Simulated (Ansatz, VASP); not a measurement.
SnSe: VASP beside Ansatz

POSCAR

```
SnSe
1.0
    4.5539757493      0.0000000000      0.0000000000
    0.0000000000      4.0182138965      0.0000000000
    0.0000000000      0.0000000000     10.9898489716
Sn Se
2 2
Direct
    0.5000000000      0.0000000000      0.3713940265
    0.0000000000      0.5000000000      0.6286059735
    0.5000000000      0.0000000000      0.6150878825
    0.0000000000      0.5000000000      0.3849121175
```

File INCAR.step1:

```
SYSTEM = SnSe
ALGO = Normal
EDIFF = 1E-4
ENCUT = 520
GGA = PE
ISMEAR = 0
LASPH = .TRUE.
LCHARG = .FALSE.
LREAL = .FALSE.
LWAVE = .TRUE.
NBANDS = 28
NELM = 60
PREC = Accurate
SIGMA = 0.05
```

The input INCAR.step2:

```
SYSTEM = SnSe
ALGO = Normal
EDIFF = 1E-6
ENCUT = 520
ISIF = 2
ISMEAR = 0
ISTART = 1
LASPH = .TRUE.
LCHARG = .TRUE.
LELF = .TRUE.
LMIXTAU = .TRUE.
LREAL = .FALSE.
LVHAR = .TRUE.
LWAVE = .FALSE.
METAGGA = R2SCAN
NBANDS = 28
NELM = 60
PREC = Accurate
SIGMA = 0.05
```

Contents of KPOINTS:

```
k-points
0
G
  6 6 4
  0 0 0
```

Input for Ansatz:

```yaml
crystal:
  lattice:
    - [4.5539757493, 0.0, 0.0]
    - [0.0, 4.0182138965, 0.0]
    - [0.0, 0.0, 10.9898489716]
  atoms:
    - { symbol: Sn, position: [0.5, 0.0, 0.3713940265] }
    - { symbol: Sn, position: [0.0, 0.5, 0.6286059735] }
    - { symbol: Se, position: [0.5, 0.0, 0.6150878825] }
    - { symbol: Se, position: [0.0, 0.5, 0.3849121175] }
basis:
  ecutwfc: 500
kpoints:
  mp_grid: { grid: [6, 6, 4] }
hamiltonian:
  xc: r2scan
scf:
  occupations: { method: gaussian, width: 0.05 }
output:
  forces: true
  stress: true
  eigenvalues: true
```

Change from the starting cell: strain +0.0625 x Voigt [1, -1, 0, 0, 0, 0], atoms carried along.

Alike in both runs: task single point; functional r2SCAN; k mesh 6 × 6 × 4; occupations gaussian, width 0.05 eV; no spin polarisation.

```csv
,VASP,Ansatz
version,VASP 6.6.1,Ansatz 0.2.0
potentials or method,"VASP PAW PBE potentials, release 64 (Sn_d, Se), cutoff 520 eV","scalar-relativistic, plane waves, PAW"
valence electrons in the cell,40,60
```

|  | VASP | Ansatz | Ansatz less VASP |
| --- | --- | --- | --- |
| gap on the k mesh at the Fermi level (eV) | 1.07 | 1.07 | +0.003 |
| least direct gap on the mesh (eV) | 1.59 | 1.60 | +0.006 |
| rms of the force components (eV/Å) | 0.015 | 0.023 | +0.0082 |

VASP's potentials were made for PBE, not for r2SCAN. Atom by atom the forces differ by 0.008 eV/Å (rms over components). The functional is the same, so the differences come from potentials, cutoffs and numerics. VASP's potentials hold 40 valence electrons a cell and Ansatz's 60, so a difference there can come from the potentials and not from the codes.
